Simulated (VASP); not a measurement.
# ScBIr (I4/mmm) in VASP: single point with r2SCAN

Aim: the single point of ScBIr with r2SCAN.

All numbers are computed with VASP 6.6.1; they aren't measurements. Logs are shortened: lines on timing, memory, paths and dates and some standing lists are left out, and cuts for length are marked.

## 1. The cell of the first run

The structure is tetragonal, space group I4/mmm (No. 139). Conventional cell: a = 3.483 Å, b = 3.483 Å, c = 11.813 Å, α = 90.00°, β = 90.00°, γ = 90.00°. Within 3.3 Å of Sc (site symmetry mmm) lie 4 Sc at 2.46 Å and 4 B at 2.48 Å and 4 Ir at 2.74 Å. B (site symmetry 4mm) has 5 Ir at 2.03 to 2.49 Å and 4 Sc at 2.48 Å within 2.7 Å. Ir (site symmetry 4mm) has 5 B at 2.03 to 2.49 Å and 4 Sc at 2.74 Å within 2.8 Å.

## 2. Single point, r2SCAN

Input file POSCAR:

```
ScBIr
1.0
    0.0000000000      3.4832226812      0.0000001307
    3.4832226812      0.0000000000      0.0000001307
    1.7416115623      1.7416115623     -5.9065777031
Sc B Ir
2 2 2
Direct
    0.5000000000      0.0000000000      0.0000000000
    0.0000000000      0.5000000000      0.0000000000
    0.1489505664      0.1489505664      0.7020988673
    0.8510494336      0.8510494336      0.2979011327
    0.3210058501      0.3210058501      0.3579882997
    0.6789941499      0.6789941499      0.6420117003
```

Input file INCAR.step1:

```
SYSTEM = ScBIr
PREC = Accurate
ENCUT = 520
ISMEAR = -1
SIGMA = 0.1
LREAL = .False.
LASPH = .True.
NELM = 80
NBANDS = 32
GGA = PE
ALGO = Normal
EDIFF = 1E-4
LWAVE = .True.
LCHARG = .False.
```

Input file INCAR.step2:

```
SYSTEM = ScBIr
PREC = Accurate
ENCUT = 520
EDIFF = 1E-6
ISMEAR = -1
SIGMA = 0.1
LREAL = .False.
LASPH = .True.
NELM = 80
ALGO = Normal
ISIF = 2
LWAVE = .False.
LCHARG = .True.
METAGGA = R2SCAN
LMIXTAU = .True.
LELF = .True.
LVHAR = .True.
NBANDS = 32
ISTART = 1
```

Input file KPOINTS:

```
Automatic mesh
0
Gamma
  7 7 7
  0 0 0
```

Potentials or basis: VASP PAW PBE potentials, release 64 (Sc_sv, B, Ir).

Launch:

```console
$ cat potpaw_PBE.64/Sc_sv/POTCAR potpaw_PBE.64/B/POTCAR potpaw_PBE.64/Ir/POTCAR > POTCAR
$ cp INCAR.step1 INCAR
$ mpirun -np 1 vasp_std > vasp.out
$ cp INCAR.step2 INCAR
$ mpirun -np 1 vasp_std > vasp.out
```

OUTCAR:

```text
SYSTEM = ScBIr
   PREC = Accurate
   ENCUT = 520
   EDIFF = 1E-6
   ISMEAR = -1
   LREAL = .False.
   LASPH = .True.
   NELM = 80
   ISIF = 2
   METAGGA = R2SCAN
   ISTART = 1

 ion  position               nearest neighbor table
   1  0.500  0.000  0.000-   2 2.46   2 2.46   2 2.46   2 2.46   4 2.48   3 2.48   4 2.48   3 2.48
                             5 2.74   6 2.74   5 2.74   6 2.74
   2  0.000  0.500  0.000-   1 2.46   1 2.46   1 2.46   1 2.46   4 2.48   3 2.48   3 2.48   4 2.48
                             5 2.74   6 2.74   5 2.74   6 2.74
   3  0.149  0.149  0.702-   5 2.03   2 2.48   1 2.48   2 2.48   1 2.48   6 2.49   6 2.49   6 2.49
                             6 2.49
   4  0.851  0.851  0.298-   6 2.03   2 2.48   1 2.48   2 2.48   1 2.48   5 2.49   5 2.49   5 2.49
                             5 2.49
   5  0.321  0.321  0.358-   3 2.03   4 2.49   4 2.49   4 2.49   4 2.49   1 2.74   2 2.74   1 2.74
                             2 2.74   6 2.98   6 2.98   6 2.98   6 2.98
   6  0.679  0.679  0.642-   4 2.03   3 2.49   3 2.49   3 2.49   3 2.49   2 2.74   1 2.74   1 2.74
                             2 2.74   5 2.98   5 2.98   5 2.98   5 2.98

  LATTYP: Found a body centered tetragonal cell.
 ALAT       =     3.4832226812
 C/A-ratio  =     3.3914442885

  Lattice vectors:

 A1 = (  -1.7416115623,   1.7416111189,   5.9065778338)
 A2 = (   1.7416111189,  -1.7416115623,   5.9065778338)
 A3 = (   1.7416115623,   1.7416115623,  -5.9065777031)

Analysis of symmetry for initial positions (statically):
=====================================================================
 Subroutine PRICEL returns:
 Original cell was already a primitive cell.

 Routine SETGRP: Setting up the symmetry group for a
 body centered tetragonal supercell.

 Subroutine GETGRP returns: Found 16 space group operations
 (whereof 16 operations were pure point group operations)
 out of a pool of 16 trial point group operations.

The static configuration has the point symmetry D_4h.

Analysis of symmetry for dynamics (positions and initial velocities):
=====================================================================
 Subroutine PRICEL returns:
 Original cell was already a primitive cell.

 Routine SETGRP: Setting up the symmetry group for a
 body centered tetragonal supercell.

 Subroutine GETGRP returns: Found 16 space group operations
 (whereof 16 operations were pure point group operations)
 out of a pool of 16 trial point group operations.

The dynamic configuration has the point symmetry D_4h.

 Subroutine INISYM returns: Found 16 space group operations
 (whereof 16 operations are pure point group operations),
 and found     1 'primitive' translations

----------------------------------------------------------------------------------------

                                     Primitive cell

  volume of cell :      71.6636

  direct lattice vectors                    reciprocal lattice vectors
     0.000000000  3.483222681  0.000000131    -0.000000003  0.287090456  0.084651397
     3.483222681  0.000000000  0.000000131     0.287090456 -0.000000003  0.084651397
     1.741611562  1.741611562 -5.906577703     0.000000006  0.000000006 -0.169302772

  length of vectors
     3.483222681  3.483222681  6.399537626     0.299310523  0.299310523  0.169302772

  position of ions in fractional coordinates (direct lattice)
     0.500000000  1.000000000  0.000000000
     1.000000000  0.500000000  0.000000000
     0.148950566  0.148950566  0.702098867
     0.851049434  0.851049434  0.297901133
     0.321005850  0.321005850  0.357988300
     0.678994150  0.678994150  0.642011700

  ion indices of the primitive-cell ions
   primitive index   ion index
                 1           1
                 2           2
                 3           3
                 4           4
                 5           5
                 6           6

----------------------------------------------------------------------------------------

 KPOINTS: Automatic mesh

Automatic generation of k-mesh.
 Grid dimensions read from file:
 generate k-points for:    7    7    7

 Generating k-lattice:

  Cartesian coordinates                     Fractional coordinates (reciprocal lattice)
    -0.000000000  0.041012922  0.012093057     0.142857143 -0.000000000  0.000000000
     0.041012922 -0.000000000  0.012093057    -0.000000000  0.142857143  0.000000000
     0.000000001  0.000000001 -0.024186110     0.000000000  0.000000000  0.142857143

  Length of vectors
     0.042758646  0.042758646  0.024186110

  Shift w.r.t. Gamma in fractional coordinates (k-lattice)
     0.000000000  0.000000000  0.000000000

 Subroutine IBZKPT returns following result:
 ===========================================

 Found     40 irreducible k-points:

 Following reciprocal coordinates:
            Coordinates               Weight
  0.000000  0.000000  0.000000      1.000000
  0.142857 -0.000000  0.000000      8.000000
  0.285714 -0.000000  0.000000      8.000000
  0.428571  0.000000  0.000000      8.000000
  0.142857  0.142857  0.000000      8.000000
  0.285714  0.142857  0.000000     16.000000
[... 16 lines left out ...]
  0.285714  0.285714  0.142857      8.000000
  0.428571  0.285714  0.142857     16.000000
 [... further k-points ...]
   k-points           NKPTS =     40   k-points in BZ     NKDIM =     40   number of bands    NBANDS=     32
   number of dos      NEDOS =    301   number of ions     NIONS =      6
   total plane-waves  NPLWV =  37632
   dimension x,y,z NGX =    28 NGY =   28 NGZ =   48
   dimension x,y,z NGXF=    56 NGYF=   56 NGZF=   96
   ions per type =               2   2   2
   NGX,Y,Z   is equivalent  to a cutoff of  13.36, 13.36, 12.47 a.u.
   NGXF,Y,Z  is equivalent  to a cutoff of  26.73, 26.73, 24.94 a.u.
 SYSTEM =  ScBIr
   PREC   = accura    normal or accurate (medium, high low for compatibility)
   ISTART =      1    job   : 0-new  1-cont  2-samecut
   ICHARG =      0    charge: 1-file 2-atom 10-const
   ISPIN  =      1    spin polarized calculation?
   LNONCOLLINEAR =      F non collinear calculations
   LSORBIT =      F    spin-orbit coupling
   LASPH  =      T    aspherical Exc in radial PAW
   ENCUT  =  520.0 eV  38.22 Ry    6.18 a.u.   6.48  6.48 11.90*2*pi/ulx,y,z
   NELM   =     80;   NELMIN=  2; NELMDL=  0     # of ELM steps
   EDIFF  = 0.1E-05   stopping-criterion for ELM
   LREAL  =      F    real-space projection
   EDIFFG = 0.1E-04   stopping-criterion for IOM
   NSW    =      0    number of steps for IOM
   IBRION =     -1    ionic relax: 0-MD 1-quasi-New 2-CG
   NFREE  =      0    steps in history (QN), initial steepest desc. (CG)
   ISIF   =      2    stress and relaxation
   ISYM   =      2    0-nonsym 1-usesym 2-fastsym
   POTIM  = 0.5000    time-step for ionic-motion
   TEBEG  =    0.0;   TEEND  =   0.0 temperature during run
   PSTRESS=    0.0 pullay stress
   NELECT =      46.0000    total number of electrons
   NUPDOWN=      -1.0000    fix difference up-down
   EMIN   =  10.00;   EMAX   =-10.00  energy-range for DOS
   EFERMI =   0.00;   METHOD = LEGACY
   ISMEAR =    -1;   SIGMA  =   0.10  broadening in eV -4-tet -1-fermi 0-gaus
   EFERMI_NEDOS =   21; number of points for ismear=-14 and -15
   IALGO  =     38    algorithm
   IMIX   =      4    mixing-type and parameters
     AMIX     =   0.40;   BMIX     =  1.00
     AMIX_MAG =   1.60;   BMIX_MAG =  1.00
  volume/ion in A,a.u.               =      11.94        80.60
  Fermi-wavevector in a.u.,A,eV,Ry     =   1.412195  2.668661 27.134023  1.994294
  Thomas-Fermi vector in A             =   2.533969
   LORBIT       =      0    0 simple, 1 ext, 2 COOP (PROOUT), +10 PAW based schemes
   METAGGA = R2SCAN    functional components
   LHFCALC =     F    Hartree Fock is set to
   AEXX    =    0.0000 exact exchange contribution
   IVDW    =     0    specifies the selected vdW correction
   LEPSILON=     F    determine dielectric tensor
   LRPA    =     F    only Hartree local field effects (RPA)
 non-spin polarized calculation
  energy-cutoff  :      520.00
  volume of cell :       71.66
 maximum number of plane-waves:      1962
 NGX is ok and might be reduce to    28
   NGX = 13   NGY = 13   NGZ = 23

 number of electron      46.0000004 magnetization

 Free energy of the ion-electron system (eV)
  ---------------------------------------------------
  ext. energy  EPLUGINS =         0.00000000
  ---------------------------------------------------
  free energy    TOTEN  =      -141.45600429 eV

  energy without entropy =     -141.37399694  energy(sigma->0) =     -141.41500061

 E-fermi :   7.7743     XC(G=0): -13.9300

 val. band max:        7.7705136979   @ k =  -0.1429   0.0000   0.2857
 cond. band min:       7.7805843817   @ k =  -0.4286   0.2857  -0.0000
 fundamental gap:      0.0100706838
 Fermi energy:         7.7742908991

 k-point     1 :       0.0000    0.0000    0.0000
  band No.  band energies     occupation
      1     -42.9487      2.00000
      2     -42.0836      2.00000
      3     -21.4037      2.00000
      4     -21.4037      2.00000
      5     -20.5212      2.00000
      6     -19.7709      2.00000
[... 24 lines left out ...]
     31      13.1074      0.00000
     32      13.4417      0.00000

 k-point     2 :       0.1429   -0.0000    0.0000
  band No.  band energies     occupation
      1     -42.9061      2.00000
      2     -42.1265      2.00000
      3     -21.3391      2.00000
      4     -21.3191      2.00000
      5     -20.4828      2.00000
      6     -19.8061      2.00000
[... 24 lines left out ...]
     31      13.2335      0.00000
     32      13.3710      0.00000
[... 733 lines left out ...]
     31      12.6567      0.00000
     32      12.9924      0.00000

 k-point    24 :       0.4286    0.2857    0.1429
  band No.  band energies     occupation
      1     -42.5670      2.00000
      2     -42.4466      2.00000
      3     -21.6780      2.00000
      4     -21.4340      2.00000
      5     -20.1759      2.00000
      6     -20.0708      2.00000
[... 24 lines left out ...]
     31      12.4441      0.00000
     32      12.7751      0.00000

 [... further k-points ...]

------------------------ aborting loop because EDIFF is reached ----------------------------------------

  FORCE on cell =-STRESS in cart. coord.  units (eV):
  Direction    XX          YY          ZZ          XY          YZ          ZX
  --------------------------------------------------------------------------------------
  -------------------------------------------------------------------------------------
  Total        9.7048912      9.7048912     10.0124646      0.0000000     -0.0000000     -0.0000000
  in kB      216.9715764    216.9715764    223.8479723      0.0000000     -0.0000003     -0.0000003
  external PRESSURE =     219.2637084 kB  Pullay stress =       0.0000000 kB

 VOLUME and BASIS-vectors are now :
 -----------------------------------------------------------------------------
  energy-cutoff  :      520.00
  volume of cell :       71.66
      direct lattice vectors                 reciprocal lattice vectors
     0.000000000  3.483222681  0.000000131    -0.000000003  0.287090456  0.084651397
     3.483222681  0.000000000  0.000000131     0.287090456 -0.000000003  0.084651397
     1.741611562  1.741611562 -5.906577703     0.000000006  0.000000006 -0.169302772

 POSITION                                       TOTAL-FORCE (eV/Angst)
 -----------------------------------------------------------------------------------
      0.00000      1.74161      0.00000         0.000000      0.000000      0.000000
      1.74161      0.00000      0.00000         0.000000      0.000000      0.000000
      1.74161      1.74161     -4.14700         0.000000      0.000000     -0.059820
      3.48322      3.48322     -1.75958        -0.000000     -0.000000      0.059820
      1.74161      1.74161     -2.11449        -0.000000     -0.000000      0.037306
      3.48322      3.48322     -3.79209         0.000000      0.000000     -0.037306
 -----------------------------------------------------------------------------------
    total drift:                                0.000000     -0.000000      0.000000

  FREE ENERGIE OF THE ION-ELECTRON SYSTEM (eV)
  ---------------------------------------------------
  free  energy   TOTEN  =      -141.4560042871 eV

  energy  without entropy=     -141.3739969384  energy(sigma->0) =     -141.41500061
```

Run time: 12 min. Hardware: 1 thread of Oxide Virtual Turin-like, shared host; peak memory 0.22 GiB.

What came out:

```yaml
Free_energy: -141.4560 eV
Pressure: 21.9 GPa
Largest_force: 0.060 eV/Å
Band_gap_on_the_k_mesh: zero (bands 23 and 24 overlap by 1.17 eV)
```

Forces in eV/Å, atoms in the order of the input:
```
Sc   0.000  0.000  0.000
Sc   0.000  0.000  0.000
B    0.000  0.000 -0.060
B    0.000  0.000  0.060
Ir   0.000  0.000  0.037
Ir   0.000  0.000 -0.037
```

Caveat: the cell stands under pressure; the PAW data sets were made with another functional, which shifts forces and pressure a little; spin-orbit coupling is left out, which moves the levels of the heavy elements.
